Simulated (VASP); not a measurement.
Set up this calculation in VASP 6.6.1, as the native input.

```yaml
Task: single point
Functional: PBE
Potentials_or_basis: VASP PAW PBE potentials, release 64 (Si, Ni)
Cutoff: 520 eV
k_mesh: 12 × 12 × 12
Occupations: gaussian, width 0.1 eV
Spin: no spin polarisation
Dipole_correction: no
Further_INCAR_settings: ALGO = Normal; EDIFF = 1e-07; NBANDS = 25
```

The structure of SiNi3 lies in POSCAR:

```
SiNi3
1.0
    3.4708482722      0.0000000000      0.0000000000
    0.0000000000      3.4708482722      0.0000000000
    0.0000000000      0.0000000000      3.4708482722
Si Ni
1 3
Direct
    0.0000000000      0.0000000000      0.0000000000
    0.0000000000      0.5000000000      0.5000000000
    0.5000000000      0.0000000000      0.5000000000
    0.5000000000      0.5000000000      0.0000000000
```

This cell differs from its parent crystal: volume scaled by 0.97.

These files were run (other wordings do the same):

INCAR

```
PREC = Accurate
ENCUT = 520
EDIFF = 1E-7
ISMEAR = 0
SIGMA = 0.1
LREAL = False
LASPH = True
NELM = 100
ALGO = Normal
ISIF = 2
LWAVE = False
LCHARG = False
GGA = PE
NBANDS = 25
```

KPOINTS

```
Automatic mesh
0
Gamma
  12 12 12
```

Potentials or basis: VASP PAW PBE potentials, release 64 (Si, Ni).

The run is started by

```sh
$ cat potpaw_PBE.64/Si/POTCAR potpaw_PBE.64/Ni/POTCAR > POTCAR
$ mpirun -np 1 vasp_std > vasp.out
```

It gave:

The pressure is 7.0 GPa. The band gap on the k mesh is zero (band 17 reaches 11.15 eV, above the bottom of band 18 at 10.90 eV).

Run time: 34 s on 1 thread of Intel(R) Xeon(R) 6975P-C (Granite Rapids), on a shared host, peak memory 0.2 GiB.
